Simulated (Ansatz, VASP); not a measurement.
**C in VASP and in Ansatz**

```
C
1.0
     0.00000    1.78337    1.78337
     1.78337    0.00000    1.78337
     1.78337    1.78337    0.00000
C
2
Direct
  0.00000 0.00000 0.00000
  0.25000 0.25000 0.25000
```

Alike in both runs: task single point; functional PBE; k mesh 18 × 18 × 18; occupations gaussian, width 0.02 eV; no spin polarisation.

|  | VASP | Ansatz |
| --- | --- | --- |
| version | VASP 6.6.1 | Ansatz 0.2.0 |
| potentials or method | VASP PAW PBE potentials, release 64 (C), cutoff 600 eV | scalar-relativistic, plane waves, PAW |
| valence electrons in the cell | 8 | 8 |

|  | VASP | Ansatz | Ansatz less VASP |
| --- | --- | --- | --- |
| gap on the k mesh at the Fermi level (eV) | 4.15 | 4.16 | +0.007 |
| least direct gap on the mesh (eV) | 5.59 | 5.59 | +0.004 |
| pressure (GPa) | 1.8 | 1.8 | 0.00 |
